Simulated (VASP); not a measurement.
# ZnS (P1) in VASP: single point with r2SCAN

Aim: the single point of ZnS with r2SCAN.

Everything below comes from runs of VASP 6.6.1. Logs are shortened: lines on timing, memory, paths and dates and some standing lists are left out, and cuts for length are marked.

## Step 1: The cell of the first run

The typed cell holds 6 atoms: a = 3.811 Å, b = 3.811 Å, c = 9.356 Å, α = 86.11°, β = 88.05°, γ = 60.00°.

## Step 2: Single point, r2SCAN (the part above a cut slid along it)

The input, POSCAR:

```
ZnS
1.0
    2.6945131931     -2.6945131931      0.0000000000
    2.6945131931      0.0000000000     -2.6945131931
    5.8381119185      5.3890263863      4.9399408541
Zn S
3 3
Direct
    1.0000000000     -0.1319500000      0.7917000000
    0.3333333333      0.2569388889      0.4583666667
    0.6666666667      0.6458277778      0.1250333333
    0.6666666667      0.5208277778      0.8750333333
    1.0000000000     -0.0902833333      0.5417000000
    0.3333333333      0.2986055556      0.2083666667
```

The input, INCAR.step1:

```
PREC = Accurate
ENCUT = 520
ISMEAR = 0
SIGMA = 0.05
LREAL = F
LASPH = T
NELM = 60
NBANDS = 36
GGA = PE
ALGO = Normal
EDIFF = 1E-4
LWAVE = T
LCHARG = F
```

The input, INCAR.step2:

```
PREC = Accurate
ENCUT = 520
EDIFF = 1E-6
ISMEAR = 0
SIGMA = 0.05
LREAL = F
LASPH = T
NELM = 60
ALGO = Normal
ISIF = 2
LWAVE = F
LCHARG = T
METAGGA = R2SCAN
LMIXTAU = T
LELF = T
LVHAR = T
NBANDS = 36
ISTART = 1
```

The input, KPOINTS:

```
regular mesh
0
Gamma
  7 7 3
```

Potentials or basis: VASP PAW PBE potentials, release 64 (Zn, S).

On the command line:

```bash
$ cat potpaw_PBE.64/Zn/POTCAR potpaw_PBE.64/S/POTCAR > POTCAR
$ cp INCAR.step1 INCAR
$ mpirun -np 1 vasp_std > vasp.out
$ cp INCAR.step2 INCAR
$ mpirun -np 1 vasp_std > vasp.out
```

OUTCAR:

```text
PREC = Accurate
   ENCUT = 520
   EDIFF = 1E-6
   ISMEAR = 0
   LREAL = F
   LASPH = T
   NELM = 60
   ISIF = 2
   METAGGA = R2SCAN
   ISTART = 1

 ion  position               nearest neighbor table
   1  0.000  0.868  0.792-   4 2.33   4 2.33   4 2.33   5 2.33
   2  0.333  0.257  0.458-   5 2.33   5 2.33   5 2.33   6 2.33
   3  0.667  0.646  0.125-   6 2.33   6 2.33   6 2.33   4 2.42
   4  0.667  0.521  0.875-   1 2.33   1 2.33   1 2.33   3 2.42
   5  0.000  0.910  0.542-   2 2.33   2 2.33   2 2.33   1 2.33
   6  0.333  0.299  0.208-   3 2.33   2 2.33   3 2.33   3 2.33

  LATTYP: Found a base centered monoclinic cell.
 ALAT       =     3.8106171017
 B/A-ratio  =     1.7320508076
 C/A-ratio  =     2.4551533105
 COS(beta)  =    -0.0678844233

  Lattice vectors:

 A1 = (  -2.6945131931,   2.6945131931,   0.0000000000)
 A2 = (   0.0000000000,  -2.6945131931,   2.6945131931)
 A3 = (   5.8381119185,   5.3890263863,   4.9399408541)

Analysis of symmetry for initial positions (statically):
=====================================================================
 Subroutine PRICEL returns:
 Original cell was already a primitive cell.

 Routine SETGRP: Setting up the symmetry group for a
 base centered monoclinic supercell.

 Subroutine GETGRP returns: Found  1 space group operations
 (whereof  1 operations were pure point group operations)
 out of a pool of  4 trial point group operations.

The static configuration has the point symmetry C_1 .

Analysis of symmetry for dynamics (positions and initial velocities):
=====================================================================
 Subroutine PRICEL returns:
 Original cell was already a primitive cell.

 Routine SETGRP: Setting up the symmetry group for a
 base centered monoclinic supercell.

 Subroutine GETGRP returns: Found  1 space group operations
 (whereof  1 operations were pure point group operations)
 out of a pool of  4 trial point group operations.

The dynamic configuration has the point symmetry C_1 .

 Subroutine INISYM returns: Found  1 space group operations
 (whereof  1 operations are pure point group operations),
 and found     1 'primitive' translations

----------------------------------------------------------------------------------------

                                     Primitive cell

  volume of cell :     117.3795

[... 92 lines left out ...]
   LSORBIT =      F    spin-orbit coupling
   LASPH  =      T    aspherical Exc in radial PAW
   ENCUT  =  520.0 eV  38.22 Ry    6.18 a.u.   7.09  7.09 17.40*2*pi/ulx,y,z
   NELM   =     60;   NELMIN=  2; NELMDL=  0     # of ELM steps
   EDIFF  = 0.1E-05   stopping-criterion for ELM
   LREAL  =      F    real-space projection
   EDIFFG = 0.1E-04   stopping-criterion for IOM
   NSW    =      0    number of steps for IOM
   IBRION =     -1    ionic relax: 0-MD 1-quasi-New 2-CG
   NFREE  =      0    steps in history (QN), initial steepest desc. (CG)
   ISIF   =      2    stress and relaxation
   ISYM   =      2    0-nonsym 1-usesym 2-fastsym
   POTIM  = 0.5000    time-step for ionic-motion
   TEBEG  =    0.0;   TEEND  =   0.0 temperature during run
   PSTRESS=    0.0 pullay stress
   NELECT =      54.0000    total number of electrons
   NUPDOWN=      -1.0000    fix difference up-down
   EMIN   =  10.00;   EMAX   =-10.00  energy-range for DOS
   EFERMI =   0.00;   METHOD = LEGACY
   ISMEAR =     0;   SIGMA  =   0.05  broadening in eV -4-tet -1-fermi 0-gaus
   EFERMI_NEDOS =   21; number of points for ismear=-14 and -15
   IALGO  =     38    algorithm
   IMIX   =      4    mixing-type and parameters
     AMIX     =   0.40;   BMIX     =  1.00
     AMIX_MAG =   1.60;   BMIX_MAG =  1.00
  volume/ion in A,a.u.               =      19.56       132.02
  Fermi-wavevector in a.u.,A,eV,Ry     =   1.263791  2.388219 21.730795  1.597168
  Thomas-Fermi vector in A             =   2.397130
   LORBIT       =      0    0 simple, 1 ext, 2 COOP (PROOUT), +10 PAW based schemes
   METAGGA = R2SCAN    functional components
   LHFCALC =     F    Hartree Fock is set to
   AEXX    =    0.0000 exact exchange contribution
   IVDW    =     0    specifies the selected vdW correction
   LEPSILON=     F    determine dielectric tensor
   LRPA    =     F    only Hartree local field effects (RPA)
 non-spin polarized calculation
 Gauss-broadening in eV      SIGMA  =   0.05
  energy-cutoff  :      520.00
  volume of cell :      117.38
 maximum number of plane-waves:      3182
   NGX = 15   NGY = 15   NGZ = 35

 number of electron      53.9999994 magnetization

 Free energy of the ion-electron system (eV)
  ---------------------------------------------------
  ext. energy  EPLUGINS =         0.00000000
  ---------------------------------------------------
  free energy    TOTEN  =       -56.45976584 eV

  energy without entropy =      -56.45976584  energy(sigma->0) =      -56.45976584

 E-fermi :   2.2656     XC(G=0): -10.3336

 val. band max:        2.0511989529   @ k =   0.0000   0.0000   0.0000
 cond. band min:       4.5354294633   @ k =   0.0000   0.0000   0.0000
 fundamental gap:      2.4842305104
 Fermi energy:         2.2655801154

 k-point     1 :       0.0000    0.0000    0.0000
  band No.  band energies     occupation
      1     -11.8105      2.00000
      2     -11.1599      2.00000
      3     -11.0521      2.00000
      4      -4.6504      2.00000
      5      -4.6447      2.00000
      6      -4.6301      2.00000
[... 925 lines left out ...]
     35      10.1048      0.00000
     36      11.3837      0.00000

 [... further k-points ...]
[... 5 lines left out ...]
  --------------------------------------------------------------------------------------
  -------------------------------------------------------------------------------------
  Total       -1.2802396      0.1488615      0.5736178     -0.8371478      0.7763570     -0.0169241
  in kB      -17.4746971      2.0318933      7.8296262    -11.4266924     10.5969253     -0.2310067
  external PRESSURE =      -2.5377259 kB  Pullay stress =       0.0000000 kB

 VOLUME and BASIS-vectors are now :
 -----------------------------------------------------------------------------
  energy-cutoff  :      520.00
  volume of cell :      117.38
      direct lattice vectors                 reciprocal lattice vectors
     2.694513193 -2.694513193  0.000000000     0.123708184 -0.247416368  0.123708184
     2.694513193  0.000000000 -2.694513193     0.113399168  0.113399168 -0.257725383
     5.838111919  5.389026386  4.939940854     0.061854092  0.061854092  0.061854092

 POSITION                                       TOTAL-FORCE (eV/Angst)
 -----------------------------------------------------------------------------------
      6.96101      4.26649      1.57198        -0.016857     -0.044978      0.074217
      4.26649      1.57198      1.57198        -0.008226      0.045157      0.063097
      4.26649     -1.12253     -1.12253        -0.262631     -0.132163      0.011807
      8.30826      2.91924      2.91924         0.474465      0.125219     -0.195828
      5.61375      2.91924      0.22472        -0.013188     -0.022776     -0.052287
      2.91924      0.22472      0.22472        -0.173563      0.029540      0.098995
 -----------------------------------------------------------------------------------
    total drift:                                0.024446     -0.012449      0.002495

  FREE ENERGIE OF THE ION-ELECTRON SYSTEM (eV)
  ---------------------------------------------------
  free  energy   TOTEN  =       -56.4597658404 eV

  energy  without entropy=      -56.4597658404  energy(sigma->0) =      -56.45976584
```

OSZICAR.step1:

```text
N       E                     dE             d eps       ncg     rms          rms(c)
DAV:   1     0.414097404366E+03    0.41410E+03   -0.25195E+04  5328   0.182E+03
DAV:   2     0.284877244029E+02   -0.38561E+03   -0.37029E+03  5360   0.400E+02
DAV:   3    -0.198846982456E+02   -0.48372E+02   -0.47788E+02  5976   0.137E+02
DAV:   4    -0.216822305911E+02   -0.17975E+01   -0.17914E+01  6520   0.263E+01
DAV:   5    -0.217094456973E+02   -0.27215E-01   -0.27203E-01  6436   0.327E+00    0.121E+01
DAV:   6    -0.203913932571E+02    0.13181E+01   -0.26682E+00  7856   0.402E+01    0.933E+00
DAV:   7    -0.204317286322E+02   -0.40335E-01   -0.27488E+00  5896   0.770E+00    0.374E+00
DAV:   8    -0.204001030781E+02    0.31626E-01   -0.13775E-01  6964   0.363E+00    0.109E+00
DAV:   9    -0.204004206246E+02   -0.31755E-03   -0.35652E-02  7120   0.216E+00    0.327E-01
DAV:  10    -0.204006159809E+02   -0.19536E-03   -0.19152E-03  6412   0.643E-01    0.158E-01
DAV:  11    -0.204009268566E+02   -0.31088E-03   -0.50215E-04  5936   0.395E-01    0.813E-02
DAV:  12    -0.204009518391E+02   -0.24982E-04   -0.13207E-04  4272   0.285E-01
   1 F= -.20400952E+02 E0= -.20400952E+02  d E =-.113457E-12
```

Run time: 17 min. Hardware: 1 thread of AMD EPYC 7R13 (Zen 3), shared host; peak memory 0.36 GiB.

Results:

```
Free energy            : -56.4598 eV
Pressure               : -0.3 GPa
Largest force          : 0.528 eV/Å
Band gap on the k mesh : 2.48 eV
```

Forces on the atoms (eV/Å):
```
Zn  -0.017 -0.045  0.074
Zn  -0.008  0.045  0.063
Zn  -0.263 -0.132  0.012
S    0.474  0.125 -0.196
S   -0.013 -0.023 -0.052
S   -0.174  0.030  0.099
```

Stress tensor (GPa, compression positive):
```
-1.75 -1.14 -0.02
-1.14  0.20  1.06
-0.02  1.06  0.78
```

Caveat: the cell differs from its parent crystal (the part above a cut slid along it); the PAW data sets were made with another functional, which shifts forces and pressure a little.
